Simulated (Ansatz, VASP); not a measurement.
This is a calculation of GdO for VASP 6.6.1.

INCAR

```
  PREC = Accurate
  ENCUT = 520
  EDIFF = 1E-6
  ISMEAR = -1
  SIGMA = 0.05
  LREAL = False
  LASPH = True
  NELM = 150
  ALGO = Normal
  ISIF = 2
  LWAVE = False
  LCHARG = False
  ISPIN = 2
  MAGMOM = 7 0
  LORBIT = 11
  LMAXMIX = 6
  GGA = PE
  NBANDS = 23
```

Contents of KPOINTS:

```
regular mesh
0
Gamma
  5 5 5
```

File POSCAR:

```
GdO
1.0
    0.0000000000      2.7000000000      2.7000000000
    2.7000000000      0.0000000000      2.7000000000
    2.7000000000      2.7000000000      0.0000000000
Gd O
1 1
Direct
    0.0000000000      0.0000000000      0.0000000000
    0.7500000000      0.7500000000      0.7500000000
```

Potentials or basis: VASP PAW PBE potentials, release 64 (Gd, O).

Launch:

```bash
$ cat potpaw_PBE.64/Gd/POTCAR potpaw_PBE.64/O/POTCAR > POTCAR
$ mpirun -np 1 vasp_std > vasp.out
```

Problem. Translate it to Ansatz 0.2.0. Potentials there: Ansatz PAW.

Solution. As run (the cutoff follows the program's own potentials):

Contents of input.yaml:

```yaml
crystal:
  lattice:
    - [0.0, 2.7, 2.7]
    - [2.7, 0.0, 2.7]
    - [2.7, 2.7, 0.0]
  atoms:
    - { symbol: Gd, position: [0.0, 0.0, 0.0], spin: 7.0 }
    - { symbol: O, position: [0.75, 0.75, 0.75] }
hamiltonian:
  xc: pbe
  pseudopotentials: { kind: paw }
magnetization:
  spin_polarized: true
kpoints:
  mp_grid: { grid: [5, 5, 5] }
scf:
  occupations: { method: fermi_dirac, width: 0.05 }
output:
  forces: true
  stress: true
  eigenvalues: true
```

Potentials or basis: Ansatz PAW.

Run with:

```sh
$ ansatz run input.yaml --threads 2 --pin off --max-ram 5632MiB --backend cpu --events-out ev --progress --plain --runs-dir out
```

Both were run:

|  | VASP | Ansatz | Ansatz less VASP |
| --- | --- | --- | --- |
| gap on the k mesh at the Fermi level (eV) | none | none | - |
| pressure (GPa) | -0.7 | -0.7 | +0.03 |
| net moment per atom (μB) | 3.79 | 3.78 | -0.014 |
| size of the moment on the site where the two differ most (μB) | 6.88 | 6.83 | -0.051 |

Site moments also hang on the region over which each program counts them. A gap of «none» marks a metal or a gap that the smearing closes.

The k mesh is coarse, so the values compare programs but aren't converged. Spin-orbit coupling is off throughout. Noted on Ansatz's run: the magnetic or orbital state may not be the lowest.
